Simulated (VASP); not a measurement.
Set up this calculation in VASP 6.6.1, as the native input.

| Item | Value |
| --- | --- |
| Task | relaxation of cell and atoms |
| Functional | PBE |
| Potentials or basis | VASP PAW PBE potentials, release 64 (Mg_sv, S) |
| Cutoff | 840 eV |
| k mesh | 6 × 6 × 2 |
| Occupations | gaussian, width 0.1 eV |
| Spin | no spin polarisation |
| Dipole correction | no |
| Further INCAR settings | ALGO = Normal; EDIFF = 1e-07; IBRION = 2; EDIFFG = -0.04; NSW = 90; ISIF = 3 |

The structure of MgS5 lies in POSCAR:

```
MgS5
1.0
    4.6791854708      0.0000000000      0.0000000000
   -2.3395927354      4.0522934867      0.0000000000
    0.0000000000      0.0000000000      7.5679909409
Mg S
1 5
Direct
    0.0000000000      0.0000000000      0.0000000000
    0.0000000000      0.7392664313      0.5000000000
    0.7392664313      0.0000000000      0.5000000000
    0.2607335687      0.2607335687      0.5000000000
    0.6666666667      0.3333333333      0.0000000000
    0.3333333333      0.6666666667      0.0000000000
```

The cell was generated, and may not be a known phase.

The input as run:

INCAR

```
PREC     = Accurate       # precision mode
ENCUT    = 840            # plane-wave cutoff, eV
EDIFF    = 1E-7           # SCF threshold, eV
ISMEAR   = 0              # smearing method
SIGMA    = 0.1            # smearing width, eV
LREAL    = F              # projectors in reciprocal space
LASPH    = T              # aspherical terms in the spheres
NELM     = 120            # most SCF steps
ALGO     = Normal         # electronic algorithm
ISIF     = 3              # what is computed and relaxed
LWAVE    = F              # write WAVECAR
LCHARG   = F              # write CHGCAR
GGA      = PE             # functional
IBRION   = 2              # ionic algorithm
NSW      = 90             # ionic steps
EDIFFG   = -0.04          # ionic threshold
GGA_COMPAT= F            
NELMIN   = 4
```

KPOINTS

```
Automatic mesh
0
Gamma
  6 6 2
```

Potentials or basis: VASP PAW PBE potentials, release 64 (Mg_sv, S).

Launch:

```sh
$ cat potpaw_PBE.64/Mg_sv/POTCAR potpaw_PBE.64/S/POTCAR > POTCAR
$ mpirun -np 1 vasp_std > vasp.out
```

It gave:

* Relaxed volume: 23.49 Å³/atom
* Relaxed cell: a = 4.646 Å, b = 4.646 Å, c = 7.538 Å, α = 90.00°, β = 90.00°, γ = 120.00°
* Space group after relaxing (to 0.1 Å): P-62m (No. 189)
* Energy gained by relaxing: 1.1 meV/atom
* Ionic steps: 4
* Pressure after relaxing: 0.0 GPa
* Largest force after relaxing: 0.019 eV/Å
* Band gap on the k mesh: zero (bands 20 and 21 overlap by 0.52 eV)

Caveat: the k points lie up to 0.42 Å⁻¹ apart in the final cell, too coarse for converged energies and pressures of a metal; semilocal functionals underestimate gaps, and a narrow one can read as zero.

It took 6.5 min on 1 thread of Intel(R) Xeon(R) Platinum 8259CL CPU @ 2.50GHz (Skylake/Cascade Lake), on a shared host, peak memory 0.48 GiB.
